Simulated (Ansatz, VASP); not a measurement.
# SiO3: VASP beside Ansatz

```
Si O
1.0
    -2.33641    2.33641    1.67538
     2.33641   -2.33641    1.67538
     2.33641    2.33641   -1.67538
Si O
1 3
Direct
  0.50000 0.50000 0.00000
  0.50000 0.00000 0.50000
  0.00000 0.50000 0.50000
  0.00000 0.00000 0.00000
```

Alike in both runs: functional PBE; k mesh 7 × 7 × 7; occupations gaussian, width 0.2 eV; no spin polarisation.

Ansatz relaxed the structure, and its values are those at the end. VASP's run is a single point on that final structure, the one shown.

```csv
,VASP,Ansatz
version,VASP 6.6.1,Ansatz 0.2.0
potentials or method,"VASP PAW PBE potentials, release 64 (Si, O), cutoff 600 eV","scalar-relativistic, plane waves, PAW"
valence electrons in the cell,22,22
```

Ansatz gave:

| Property | Result |
| --- | --- |
| gap on the k mesh at the Fermi level (eV) | none |
| pressure (GPa) | 0.1 |

Question: What did VASP give for the same quantities?

Answer: gap on the k mesh at the Fermi level (eV): none; pressure (GPa): -0.1.

A gap of «none» marks a metal or a gap that the smearing closes.
